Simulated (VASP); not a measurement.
Write the native input for VASP 6.6.1 that does the following.

```
Task                   : single point
Functional             : PBE
Potentials or basis    : VASP PAW PBE potentials, release 64 (Ca_sv, Sc_sv, Si)
Cutoff                 : 520 eV
k mesh                 : 8 × 8 × 8
Occupations            : gaussian, width 0.1 eV
Spin                   : no spin polarisation
Dipole correction      : no
Further INCAR settings : ALGO = Normal; EDIFF = 1e-06; NBANDS = 24
```

The structure of CaScSi3 lies in POSCAR:

```
CaScSi3
1.0
    4.9848263698      0.0000000000      0.0000000000
    0.0000000000      4.9848263698      0.0000000000
    0.0000000000      0.0000000000      4.9848263698
Ca Sc Si
1 1 3
Direct
    0.0000000000      0.0000000000      0.0000000000
    0.5000000000      0.5000000000      0.5000000000
    0.0000000000      0.5000000000      0.5000000000
    0.5000000000      0.0000000000      0.5000000000
    0.5000000000      0.5000000000      0.0000000000
```

These files were run (other wordings do the same):

INCAR

```
PREC     = Accurate       # precision mode
ENCUT    = 520            # plane-wave cutoff, eV
EDIFF    = 1E-6           # SCF threshold, eV
ISMEAR   = 0              # smearing method
SIGMA    = 0.1            # smearing width, eV
LREAL    = F              # projectors in reciprocal space
LASPH    = T              # aspherical terms in the spheres
NELM     = 60             # most SCF steps
ALGO     = Normal         # electronic algorithm
ISIF     = 2              # what is computed and relaxed
LWAVE    = F              # write WAVECAR
LCHARG   = F              # write CHGCAR
GGA      = PE             # functional
NBANDS   = 24             # bands
```

KPOINTS

```
regular mesh
0
Gamma
  8 8 8
```

Potentials or basis: VASP PAW PBE potentials, release 64 (Ca_sv, Sc_sv, Si).

Run with:

```console
$ cat potpaw_PBE.64/Ca_sv/POTCAR potpaw_PBE.64/Sc_sv/POTCAR potpaw_PBE.64/Si/POTCAR > POTCAR
$ mpirun -np 1 vasp_std > vasp.out
```

It gave:

* Pressure: 0.0 GPa

Wall time 73 s on 1 thread of Intel(R) Xeon(R) Platinum 8488C (Sapphire Rapids) (shared host), peak memory 0.3 GiB.
